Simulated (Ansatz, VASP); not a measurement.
## MoS2 in VASP and in Ansatz

```
S Mo
1.0
     3.16000    0.00000    0.00000
    -1.58000    2.73664    0.00000
     0.00000    0.00000   21.13000
S Mo
2 1
Direct
  0.66667 0.33333 0.42593
  0.66667 0.33333 0.57407
  0.33333 0.66667 0.50000
```

Alike in both runs: task single point; functional LDA; k mesh 12 × 12 × 1; occupations gaussian, width 0.01 eV; non-collinear spin, spin-orbit coupling.

|  | VASP | Ansatz |
| --- | --- | --- |
| version | VASP 6.6.1 | Ansatz 0.2.0 |
| potentials or method | VASP PAW LDA potentials, release 64 (S, Mo_sv) | plane waves, PAW |
| plane-wave cutoff (eV) | 520 | 420 |
| valence electrons in the cell | 26 | 26 |

|  | VASP | Ansatz | Ansatz less VASP |
| --- | --- | --- | --- |
| net moment per atom (μB) | 0.00 | 0.00 | 0.000 |

LDA's correlation is that of Perdew and Zunger in VASP and of Perdew and Wang (1992) in Ansatz. Ansatz's warnings: slab cell height set, xc potential rough in thin density.
